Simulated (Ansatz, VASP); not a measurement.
**Bi: VASP beside Ansatz**

```
Bi
1.0
     5.69632    0.00000    0.00000
    -2.84816    4.93316    0.00000
     0.00000    0.00000    3.34975
Bi
3
Direct
  0.00000 0.00000 0.00000
  0.33333 0.66667 0.50000
  0.66667 0.33333 0.50000
```

Alike in both runs: task single point; functional revPBE; k mesh 7 × 7 × 11; occupations fermi-dirac, width 0.1 eV; no spin polarisation.

```csv
,VASP,Ansatz
version,VASP 6.6.1,Ansatz 0.2.0
potentials or method,"VASP PAW PBE potentials, release 64 (Bi_d), cutoff 520 eV","plane waves (420 eV) with PAW, scalar-relativistic"
valence electrons in the cell,45,45
```

|  | VASP | Ansatz | Ansatz less VASP |
| --- | --- | --- | --- |
| pressure (GPa) | 2.2 | 2.2 | +0.06 |
| traceless stress, the component that is largest in VASP (GPa) | 0.80 | 0.81 | +0.012 |

VASP's potentials were made for PBE, not for revPBE.

Neither program's run includes spin-orbit coupling.
